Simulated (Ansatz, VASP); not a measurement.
Given: the input of a run of Ansatz 0.2.0 on GaAs.

input.yaml

```yaml
crystal:
  lattice:
    - [0.0, 2.82685, 2.82685]
    - [2.82685, 0.0, 2.82685]
    - [2.82685, 2.82685, 0.0]
  atoms:
    - { symbol: As, position: [0.75, 0.75, 0.75] }
    - { symbol: Ga, position: [0.0, 0.0, 0.0] }
kpoints:
  mp_grid: { grid: [8, 8, 8] }
scf:
  occupations: { method: fermi_dirac, width: 0.05 }
hamiltonian:
  xc: lda
  pseudopotentials: { kind: all_electron, lapw: { basis_error: 0.001 } }
output:
  forces: true
  stress: true
relax:
  f_tol: 0.02
  max_steps: 60
  cell: {}
```

Potentials or basis: all-electron LAPW, scalar-relativistic.

Command:

```sh
$ ansatz run input.yaml --threads 1 --pin off --max-ram 3072MiB --backend cpu --events-out ev --progress --plain --runs-dir out
```

Q: Set up the same calculation for VASP 6.6.1. Potentials there: VASP PAW LDA potentials, release 64 (As, Ga_d).

A: As run (the cutoff follows the program's own potentials):

The input INCAR:

```
SYSTEM = GaAs
PREC = Accurate
ENCUT = 600
EDIFF = 1E-6
ISMEAR = -1
SIGMA = 0.05
LREAL = .FALSE.
LASPH = .TRUE.
NELM = 100
ALGO = Normal
ISIF = 3
LWAVE = .FALSE.
LCHARG = .FALSE.
IBRION = 2
NSW = 80
EDIFFG = -0.02
```

KPOINTS

```
Automatic mesh
0
G
  8 8 8
  0 0 0
```

The input POSCAR:

```
GaAs
1.0
    0.0000000000      2.8268500000      2.8268500000
    2.8268500000      0.0000000000      2.8268500000
    2.8268500000      2.8268500000      0.0000000000
As Ga
1 1
Direct
    0.7500000000      0.7500000000      0.7500000000
    0.0000000000      0.0000000000      0.0000000000
```

Potentials or basis: VASP PAW LDA potentials, release 64 (As, Ga_d).

Launch:

```bash
$ cat potpaw_LDA.64/As/POTCAR potpaw_LDA.64/Ga_d/POTCAR > POTCAR
$ mpirun -np 1 vasp_std > vasp.out
```

Both were run:

|  | VASP | Ansatz | Ansatz less VASP |
| --- | --- | --- | --- |
| relaxed volume (Å³/atom) | 22.07 | 21.99 | -0.086 |
| relaxed cell length with the largest relative difference (Å) | 3.967 | 3.962 | -0.0052 |

LDA's correlation is that of Perdew and Zunger in VASP and of Perdew and Wang (1992) in Ansatz. Ansatz ran all-electron here, and VASP with PAW potentials.
